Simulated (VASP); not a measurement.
# HC18 in VASP: single point with PBEsol

Aim: the single point of HC18 with PBEsol.

All numbers are computed with VASP 6.6.1; they aren't measurements. Logs are shortened: lines on timing, memory, paths and dates and some standing lists are left out, and cuts for length are marked.

**1. The cell of the first run**

The cell holds a slab with vacuum, 19 atoms: a = 7.398 Å, b = 7.398 Å, c = 12.000 Å, α = 90.00°, β = 90.00°, γ = 120.00°.

**2. Single point, PBEsol, collinear spin**

File INCAR:

```
PREC = Accurate
ENCUT = 520
EDIFF = 1E-6
ISMEAR = 0
SIGMA = 0.05
LREAL = Auto
LASPH = True
NELM = 150
ALGO = Normal
ISIF = 2
LWAVE = False
LCHARG = False
ISPIN = 2
MAGMOM = 0 0 0 0 0 0 0 0 0 0 0 0 0 0 0 0 0 0 1
LORBIT = 11
GGA = PS
NBANDS = 56
```

File KPOINTS:

```
Automatic mesh
0
Gamma
  2 2 1
```

File POSCAR:

```
HC18
1.0
    7.3980000000      0.0000000000      0.0000000000
   -3.6990000000      6.4068560000      0.0000000000
    0.0000000000      0.0000000000     12.0000000000
C H
18 1
Direct
    0.0136710837      0.0106220086      0.0862757869
    0.2333461676      0.1174006663      0.0892645825
    0.0116611564      0.3388323791      0.0917413932
    0.2331439785      0.4495720087      0.0921249920
    0.0136601676      0.6690417901      0.0862175551
    0.2333388581      0.7819563950      0.0892355344
    0.3439273481      0.0049727609      0.0885982335
    0.5664730496      0.1162374796      0.0889200262
    0.3438834775      0.3388307995      0.0917414562
    0.5653118717      0.4493668694      0.0892545545
    0.3438809867      0.6710503337      0.0917362370
    0.5653162342      0.7819388052      0.0892855260
    0.6777493382      0.0049620490      0.0886249269
    0.9007716379      0.1173940963      0.0892951988
    0.6777406127      0.3387844598      0.0885998850
    0.9007560958      0.4493744094      0.0892346017
    0.6720908808      0.6690381418      0.0862657697
    0.8998049411      0.7829085923      0.0677869225
   -0.1002000861      0.7829366552     -0.0267037821
```

Potentials or basis: VASP PAW PBE potentials, release 64 (C, H).

Started as:

```console
> cat potpaw_PBE.64/C/POTCAR potpaw_PBE.64/H/POTCAR > POTCAR
> mpirun -np 1 vasp_std > vasp.out
```

OUTCAR:

```text
PREC = Accurate
   ENCUT = 520
   EDIFF = 1E-6
   ISMEAR = 0
   LREAL = Auto
   LASPH = True
   NELM = 150
   ISIF = 2
   ISPIN = 2
   LORBIT = 11
   GGA = PS

 ion  position               nearest neighbor table
   1  0.014  0.011  0.086-  14 1.41   2 1.41  18 1.48
   2  0.233  0.117  0.089-   1 1.41   9 1.42   7 1.43
   3  0.012  0.339  0.092-   4 1.42  14 1.42  16 1.42
   4  0.233  0.450  0.092-  11 1.42   9 1.42   3 1.42
   5  0.014  0.669  0.086-  16 1.41   6 1.41  18 1.48
   6  0.233  0.782  0.089-   5 1.41  11 1.42   7 1.43
[... 9 lines left out ...]
  16  0.901  0.449  0.089-   5 1.41   3 1.42  15 1.43
  17  0.672  0.669  0.086-  10 1.41  12 1.41  18 1.48
  18  0.900  0.783  0.068-  19 1.13   5 1.48  17 1.48   1 1.48
  19  0.900  0.783  0.973-  18 1.13

  LATTYP: Found a hexagonal cell.
 ALAT       =     7.3980000000
 C/A-ratio  =     1.6220600162

  Lattice vectors:

 A1 = (   7.3980000000,   0.0000000000,   0.0000000000)
 A2 = (  -3.6990000000,   6.4068560000,   0.0000000000)
 A3 = (   0.0000000000,   0.0000000000,  12.0000000000)

Analysis of symmetry for initial positions (statically):
=====================================================================
 Subroutine PRICEL returns:
 Original cell was already a primitive cell.

 Routine SETGRP: Setting up the symmetry group for a
 hexagonal supercell.

 Subroutine GETGRP returns: Found  1 space group operations
 (whereof  1 operations were pure point group operations)
 out of a pool of 24 trial point group operations.

The static configuration has the point symmetry C_1 .

Analysis of symmetry for dynamics (positions and initial velocities):
=====================================================================
 Subroutine PRICEL returns:
 Original cell was already a primitive cell.

 Routine SETGRP: Setting up the symmetry group for a
 hexagonal supercell.

 Subroutine GETGRP returns: Found  1 space group operations
 (whereof  1 operations were pure point group operations)
 out of a pool of 24 trial point group operations.

The dynamic configuration has the point symmetry C_1 .

Analysis of structural, dynamic, and magnetic symmetry:
=====================================================================
 Subroutine PRICEL returns:
 Original cell was already a primitive cell.

 Routine SETGRP: Setting up the symmetry group for a
 hexagonal supercell.

 Subroutine GETGRP returns: Found  1 space group operations
 (whereof  1 operations were pure point group operations)
 out of a pool of 24 trial point group operations.

The overall configuration has the point symmetry C_1 .

 Subroutine INISYM returns: Found  1 space group operations
 (whereof  1 operations are pure point group operations),
 and found     1 'primitive' translations

----------------------------------------------------------------------------------------

                                     Primitive cell

  volume of cell :     568.7750

  direct lattice vectors                    reciprocal lattice vectors
     7.398000000  0.000000000  0.000000000     0.135171668  0.078041398  0.000000000
    -3.699000000  6.406856000  0.000000000     0.000000000  0.156082796  0.000000000
     0.000000000  0.000000000 12.000000000     0.000000000  0.000000000  0.083333333

  length of vectors
     7.398000000  7.398000054 12.000000000     0.156082797  0.156082796  0.083333333

  position of ions in fractional coordinates (direct lattice)
     0.013671084  0.010622009  0.086275787
     0.233346168  0.117400666  0.089264583
     0.011661156  0.338832379  0.091741393
     0.233143979  0.449572009  0.092124992
     0.013660168  0.669041790  0.086217555
     0.233338858  0.781956395  0.089235534
[... 11 lines left out ...]
     0.899804941  0.782908592  0.067786922
     0.899799914  0.782936655  0.973296218

  ion indices of the primitive-cell ions
   primitive index   ion index
                 1           1
                 2           2
                 3           3
[... 49 lines left out ...]
   k-points           NKPTS =      4   k-points in BZ     NKDIM =      4   number of bands    NBANDS=     56
   number of dos      NEDOS =    301   number of ions     NIONS =     19
   total plane-waves  NPLWV = 282240
   dimension x,y,z NGX =    56 NGY =   56 NGZ =   90
   dimension x,y,z NGXF=   112 NGYF=  112 NGZF=  180
   ions per type =              18   1
   NGX,Y,Z   is equivalent  to a cutoff of  12.58, 12.58, 12.47 a.u.
   NGXF,Y,Z  is equivalent  to a cutoff of  25.17, 25.17, 24.94 a.u.
 SYSTEM =  unknown system
   PREC   = accura    normal or accurate (medium, high low for compatibility)
   ISTART =      0    job   : 0-new  1-cont  2-samecut
   ICHARG =      2    charge: 1-file 2-atom 10-const
   ISPIN  =      2    spin polarized calculation?
   LNONCOLLINEAR =      F non collinear calculations
   LSORBIT =      F    spin-orbit coupling
   LASPH  =      T    aspherical Exc in radial PAW
   ENCUT  =  520.0 eV  38.22 Ry    6.18 a.u.  13.76 13.76 22.31*2*pi/ulx,y,z
   NELM   =    150;   NELMIN=  2; NELMDL= -5     # of ELM steps
   EDIFF  = 0.1E-05   stopping-criterion for ELM
   LREAL  =      T    real-space projection
   EDIFFG = 0.1E-04   stopping-criterion for IOM
   NSW    =      0    number of steps for IOM
   IBRION =     -1    ionic relax: 0-MD 1-quasi-New 2-CG
   NFREE  =      0    steps in history (QN), initial steepest desc. (CG)
   ISIF   =      2    stress and relaxation
   ISYM   =      2    0-nonsym 1-usesym 2-fastsym
   POTIM  = 0.5000    time-step for ionic-motion
   TEBEG  =    0.0;   TEEND  =   0.0 temperature during run
   PSTRESS=    0.0 pullay stress
   NELECT =      73.0000    total number of electrons
   NUPDOWN=      -1.0000    fix difference up-down
   EMIN   =  10.00;   EMAX   =-10.00  energy-range for DOS
   EFERMI =   0.00;   METHOD = LEGACY
   ISMEAR =     0;   SIGMA  =   0.05  broadening in eV -4-tet -1-fermi 0-gaus
   EFERMI_NEDOS =   21; number of points for ismear=-14 and -15
   IALGO  =     38    algorithm
   IMIX   =      4    mixing-type and parameters
     AMIX     =   0.40;   BMIX     =  1.00
     AMIX_MAG =   1.60;   BMIX_MAG =  1.00
  volume/ion in A,a.u.               =      29.94       202.01
  Fermi-wavevector in a.u.,A,eV,Ry     =   0.825789  1.560514  9.278180  0.681927
  Thomas-Fermi vector in A             =   1.937708
   LORBIT       =     11    0 simple, 1 ext, 2 COOP (PROOUT), +10 PAW based schemes
   GGA     = PS    functional components
   LHFCALC =     F    Hartree Fock is set to
   AEXX    =    0.0000 exact exchange contribution
   IVDW    =     0    specifies the selected vdW correction
   LEPSILON=     F    determine dielectric tensor
   LRPA    =     F    only Hartree local field effects (RPA)
 spin polarized calculation
 Gauss-broadening in eV      SIGMA  =   0.05
  energy-cutoff  :      520.00
  volume of cell :      568.78
 maximum number of plane-waves:     15363
 NGX is ok and might be reduce to    56
   NGX = 27   NGY = 27   NGZ = 45

 number of electron      72.9999999 magnetization       0.0000825

 number of electron      72.9999999 magnetization      -0.0000550

 Free energy of the ion-electron system (eV)
  ---------------------------------------------------
  ext. energy  EPLUGINS =         0.00000000
  ---------------------------------------------------
  free energy    TOTEN  =      -175.13166989 eV

  energy without entropy =     -175.12790791  energy(sigma->0) =     -175.12978890

 E-fermi :  -1.5064     XC(G=0):  -3.6132

 val. band max:       -1.5660495596   @ k =   0.0000   0.0000   0.0000
 cond. band min:      -1.4300875211   @ k =   0.5000   0.5000   0.0000
 fundamental gap:      0.1359620384
 Fermi energy:        -1.5064024660

 spin component 1

 k-point     1 :       0.0000    0.0000    0.0000
  band No.  band energies     occupation
      1     -21.1599      1.00000
      2     -18.8266      1.00000
      3     -18.5805      1.00000
      4     -18.5802      1.00000
      5     -18.4654      1.00000
      6     -18.4538      1.00000
[... 193 lines left out ...]
     47       4.1263      0.00000
     48       4.2721      0.00000
 Fermi energy:        -1.5064024660

 spin component 2

 k-point     1 :       0.0000    0.0000    0.0000
  band No.  band energies     occupation
      1     -21.1599      1.00000
      2     -18.8266      1.00000
      3     -18.5805      1.00000
      4     -18.5802      1.00000
      5     -18.4654      1.00000
      6     -18.4538      1.00000
[... 193 lines left out ...]
     47       4.1268      0.00000
     48       4.2734      0.00000
 [bands above 48 left out]

------------------------ aborting loop because EDIFF is reached ----------------------------------------

  FORCE on cell =-STRESS in cart. coord.  units (eV):
  Direction    XX          YY          ZZ          XY          YZ          ZX
  --------------------------------------------------------------------------------------
  -------------------------------------------------------------------------------------
  Total        1.7036295      1.7245687     -0.0576887     -0.0012601      0.0080374      0.0004945
  in kB        4.7989387      4.8579220     -0.1625029     -0.0035495      0.0226404      0.0013929
  external PRESSURE =       3.1647859 kB  Pullay stress =       0.0000000 kB

 VOLUME and BASIS-vectors are now :
 -----------------------------------------------------------------------------
  energy-cutoff  :      520.00
  volume of cell :      568.78
      direct lattice vectors                 reciprocal lattice vectors
     7.398000000  0.000000000  0.000000000     0.135171668  0.078041398  0.000000000
    -3.699000000  6.406856000  0.000000000     0.000000000  0.156082796  0.000000000
     0.000000000  0.000000000 12.000000000     0.000000000  0.000000000  0.083333333

 POSITION                                       TOTAL-FORCE (eV/Angst)
 -----------------------------------------------------------------------------------
      0.06185      0.06805      1.03531         0.001050     -0.009020     -0.002210
      1.29203      0.75217      1.07117        -0.006332     -0.001233      0.004024
     -1.16707      2.17085      1.10090        -0.005188     -0.002497      0.003727
      0.06183      2.88034      1.10550        -0.003441     -0.008490      0.005916
     -2.37373      4.28645      1.03461        -0.012279      0.012376      0.003258
     -1.16622      5.00988      1.07083         0.005335     -0.003141      0.002797
[... 11 lines left out ...]
      3.76078      5.01598      0.81344        -0.000774      0.000081      0.030320
      3.76064      5.01616     11.67955        -0.000996     -0.000539     -0.045704
 -----------------------------------------------------------------------------------
    total drift:                                0.008833      0.015267     -0.001047

  FREE ENERGIE OF THE ION-ELECTRON SYSTEM (eV)
  ---------------------------------------------------
  free  energy   TOTEN  =      -175.1316698909 eV

  energy  without entropy=     -175.1279079077  energy(sigma->0) =     -175.12978890

 total charge

# of ion       s       p       d       tot
------------------------------------------
    1        0.861   1.768   0.000   2.629
    2        0.857   1.800   0.000   2.658
    3        0.858   1.799   0.000   2.657
    4        0.860   1.789   0.000   2.649
    5        0.861   1.768   0.000   2.629
    6        0.857   1.800   0.000   2.658
[... 11 lines left out ...]
   18        0.838   1.817   0.000   2.655
   19        0.570   0.041   0.000   0.612
--------------------------------------------------
tot         15.994  32.246   0.000  48.240

 magnetization (x)

# of ion       s       p       d       tot
------------------------------------------
    1        0.000  -0.000   0.000  -0.000
    2        0.000  -0.000   0.000  -0.000
    3        0.000   0.000   0.000   0.000
    4        0.000   0.000   0.000   0.000
    5        0.000  -0.000   0.000  -0.000
    6        0.000  -0.000   0.000  -0.000
[... 11 lines left out ...]
   18       -0.000   0.000   0.000  -0.000
   19       -0.000   0.000   0.000  -0.000
--------------------------------------------------
tot         -0.000  -0.000   0.000  -0.000
```

Wall time 13 min (1 thread of AMD EPYC 7R43 (Zen 3), shared host); peak memory 0.81 GiB.

What came out:

```yaml
Free_energy: -175.1317 eV
Largest_force: 0.046 eV/Å
Net_moment: 0.00 μB per cell
Valence_electrons_inside_the_program's_atomic_spheres: C 2.63, 2.66, 2.65, 2.64 (each value once); H 0.61
```

Forces on the atoms (eV/Å):
```
C    0.001 -0.009 -0.002
C   -0.006 -0.001  0.004
C   -0.005 -0.002  0.004
C   -0.003 -0.008  0.006
C   -0.012  0.012  0.003
C    0.005 -0.003  0.003
C   -0.005  0.002 -0.004
C   -0.001 -0.004  0.003
C   -0.002 -0.003  0.007
C    0.007  0.002  0.001
C   -0.001 -0.001  0.002
C    0.003  0.003 -0.001
C    0.007 -0.001 -0.003
C   -0.003 -0.002  0.002
C    0.009  0.009 -0.007
C    0.002 -0.004  0.001
C    0.006  0.011 -0.003
C   -0.001  0.000  0.030
H   -0.001 -0.001 -0.046
```

Caveat: the k points lie up to 0.49 Å⁻¹ apart; the PAW data sets were made with another functional, which shifts forces and pressure a little.
